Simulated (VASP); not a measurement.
BP: single point with LDA

BP:

```xyz
2
Lattice="0.0000 2.3598 2.3598 2.3598 0.0000 2.3598 2.3598 2.3598 0.0000" Properties=species:S:1:pos:R:3 pbc="T T T"
B     0.0000    0.0000    0.0000
P     3.5396    3.5396    3.5396
```

This cell differs from its parent crystal: strain +0.040 along x and y, +0.040 along z.

| Quantity | Value |
| --- | --- |
| Program | VASP 6.6.1 |
| Task | single point |
| Functional | LDA |
| Potentials or basis | VASP PAW LDA potentials, release 64 (B, P) |
| Cutoff | 500 eV |
| k mesh | 10 × 10 × 10 |
| Occupations | gaussian, width 0.05 eV |
| Spin | no spin polarisation |

```
Pressure               : -19.8 GPa
Band gap on the k mesh : 1.32 eV, indirect (least direct gap 3.22 eV)
```

Levels at points of the mesh, in eV from the valence-band top:
```tsv
k point	band 1	band 2	band 3	band 4	band 5	band 6	band 7	band 8
(0.00, 0.00, 0.00)	-14.39	0.00	0.00	0.00	3.22	3.22	3.22	5.65
(0.50, 0.00, 0.00)	-11.49	-8.21	-1.60	-1.60	3.09	4.59	4.59	9.48
(0.50, 0.50, 0.00)	-10.16	-7.91	-3.69	-3.69	1.49	1.64	10.92	10.92
```

It took 5.5 s on 1 thread of AMD EPYC 9R45 96-Core Processor (Zen 5) (shared host), peak memory 0.1 GiB.

Caveat: the cell differs from its parent crystal (strain +0.040 along x and y, +0.040 along z). A k mesh can miss the band edges.
